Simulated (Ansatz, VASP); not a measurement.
# One calculation of Pt, two programs

INCAR

```
SYSTEM = Pt
PREC = Accurate
ENCUT = 520
EDIFF = 1E-6
ISMEAR = 0
SIGMA = 0.15
LREAL = .False.
LASPH = .True.
NELM = 100
ALGO = Fast
ISIF = 2
LWAVE = .False.
LCHARG = .False.
GGA = PE
NBANDS = 11
```

Contents of KPOINTS:

```
regular mesh
0
Gamma
  20 20 20
  0 0 0
```

File POSCAR:

```
Pt
1.0
    0.2977447067      2.1338370649      2.1338370649
    2.1338370649      0.2977447067      2.1338370649
    2.1338370649      2.1338370649      0.2977447067
Pt
1
Direct
    0.0000000000      0.0000000000      0.0000000000
```

Input for Ansatz:

```yaml
crystal:
  lattice:
    - [0.2977447067, 2.1338370649, 2.1338370649]
    - [2.1338370649, 0.2977447067, 2.1338370649]
    - [2.1338370649, 2.1338370649, 0.2977447067]
  atoms:
    - { symbol: Pt, position: [0.0, 0.0, 0.0] }
basis:
  ecutwfc: 420
kpoints:
  mp_grid: { grid: [20, 20, 20] }
hamiltonian:
  xc: pbe
  pseudopotentials: { kind: paw, azcp: { folder: soft_1 } }
scf:
  occupations: { method: gaussian, width: 0.15 }
output:
  forces: true
  stress: true
  eigenvalues: true
```

Change from the starting cell: equal engineering shear yz, xz and xy +0.1500, equal normal strain along x, y and z +0.0000.

Alike in both runs: task single point; functional PBE; k mesh 20 × 20 × 20; occupations gaussian, width 0.15 eV; no spin polarisation.

|  | VASP | Ansatz |
| --- | --- | --- |
| version | VASP 6.6.1 | Ansatz 0.2.0 |
| potentials or method | VASP PAW PBE potentials, release 64 (Pt), cutoff 520 eV | scalar-relativistic, plane waves, PAW |
| valence electrons in the cell | 10 | 18 |

Ansatz gave:

* gap on the k mesh at the Fermi level (eV): none
* pressure (GPa): 20.4
* traceless stress, the component that is largest in VASP (GPa): -15.73

Q: What did VASP give for the same quantities?

A: gap on the k mesh at the Fermi level (eV): none; pressure (GPa): 19.8; traceless stress, the component that is largest in VASP (GPa): -15.68.

A gap of «none» marks a metal or a gap that the smearing closes. The functional is the same, so the differences come from potentials, cutoffs and numerics. VASP's potentials hold 10 valence electrons a cell and Ansatz's 18, so a difference there can come from the potentials and not from the codes.

Spin-orbit coupling is off throughout.
